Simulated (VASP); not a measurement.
Set up this calculation in VASP 6.6.1, as the native input.

- Task: single point
- Functional: PBE
- Potentials or basis: VASP PAW PBE potentials, release 64 (Al)
- Cutoff: 500 eV
- k mesh: 6 × 6 × 6
- Occupations: fermi-dirac, width 0.05 eV
- Spin: no spin polarisation
- Dipole correction: no
- Further INCAR settings: ALGO = Normal; EDIFF = 1e-06; NBANDS = 8

The structure of Al lies in POSCAR:

```
Al
1.0
    0.0000000000      2.0248050000      2.0248050000
    2.0248050000      0.0000000000      2.0248050000
    2.0248050000      2.0248050000      0.0000000000
Al
1
Direct
    0.0000000000      0.0000000000      0.0000000000
```

The input as run:

INCAR

```
ALGO     = Normal         # electronic algorithm
EDIFF    = 1E-6           # SCF threshold, eV
ENCUT    = 500            # plane-wave cutoff, eV
GGA      = PE             # functional
GGA_COMPAT= False        
ISIF     = 2              # what is computed and relaxed
ISMEAR   = -1             # smearing method
LASPH    = True           # aspherical terms in the spheres
LCHARG   = False          # write CHGCAR
LREAL    = False          # projectors in reciprocal space
LWAVE    = False          # write WAVECAR
NBANDS   = 8              # bands
NELM     = 120            # most SCF steps
PREC     = Accurate       # precision mode
SIGMA    = 0.05           # smearing width, eV
```

KPOINTS

```
k-points
0
Gamma
  6 6 6
```

Potentials or basis: VASP PAW PBE potentials, release 64 (Al).

Command:

```console
$ cat potpaw_PBE.64/Al/POTCAR > POTCAR
$ mpirun -np 1 vasp_std > vasp.out
```

Results of the run:

The pressure is -0.1 GPa and the band gap on the k mesh is zero (an odd number of electrons rules out a gap without spin polarisation).

Caveat: the k points lie up to 0.45 Å⁻¹ apart, too coarse for converged energies and pressures of a metal.

Wall time 2.9 s on 1 thread of Intel Xeon 8259CL, on a shared host, peak memory 0.13 GiB.
